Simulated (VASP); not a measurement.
Set up this calculation in VASP 6.6.1, as the native input.

```yaml
Task: relaxation of cell and atoms
Functional: PBEsol
Potentials_or_basis: VASP PAW PBE potentials, release 64 (Be)
Cutoff: 600 eV
k_mesh: 24 × 24 × 14
Occupations: fermi-dirac, width 0.1 eV
Spin: no spin polarisation
Target_pressure: 10 GPa
Dipole_correction: no
Further_INCAR_settings: ALGO = Normal; EDIFF = 1e-07; IBRION = 2; EDIFFG = -0.002; NSW = 100; ISIF = 3
```

The structure of Be lies in POSCAR:

```
Be
1.0
    2.2567956629      0.0000000000      0.0000000000
   -1.1283978314      1.9544423752      0.0000000000
    0.0000000000      0.0000000000      3.5543541683
Be
2
Direct
    0.3333333333      0.6666666667      0.2500000000
    0.6666666667      0.3333333333      0.7500000000
```

These files were run (other wordings do the same):

INCAR

```
PREC = Accurate ; ENCUT = 600
EDIFF = 1E-7 ; ISMEAR = -1
SIGMA = 0.1 ; LREAL = F
LASPH = T ; NELM = 80
ALGO = Normal ; ISIF = 3
LWAVE = F ; LCHARG = F
GGA = PS ; IBRION = 2
NSW = 100 ; EDIFFG = -0.002
PSTRESS = 100.0
```

KPOINTS

```
regular mesh
0
Gamma
  24 24 14
```

Potentials or basis: VASP PAW PBE potentials, release 64 (Be).

Run with:

```bash
$ cat potpaw_PBE.64/Be/POTCAR > POTCAR
$ mpirun -np 1 vasp_std > vasp.out
```

It gave:

* Relaxed volume: 7.32 Å³/atom
* Relaxed cell: a = 2.203 Å, b = 2.203 Å, c = 3.481 Å, α = 90.00°, β = 90.00°, γ = 120.00°
* Space group after relaxing (to 0.05 Å): P6_3/mmc (No. 194)
* Energy change on relaxing (the enthalpy is what falls): +16.1 meV/atom
* Ionic steps: 5
* Pressure after relaxing: 10.0 GPa
* Band gap on the k mesh: zero (band 2 reaches 8.66 eV, above the bottom of band 3 at 6.52 eV)

Caveat: the cell is relaxed towards a set pressure, so the enthalpy falls and the energy may rise; the PAW data sets were made with another functional, which shifts forces and pressure a little.

Wall time 59 s on 1 thread of Intel(R) Xeon(R) Platinum 8375C CPU @ 2.90GHz (Ice Lake), with other jobs on the host, peak memory 0.16 GiB.
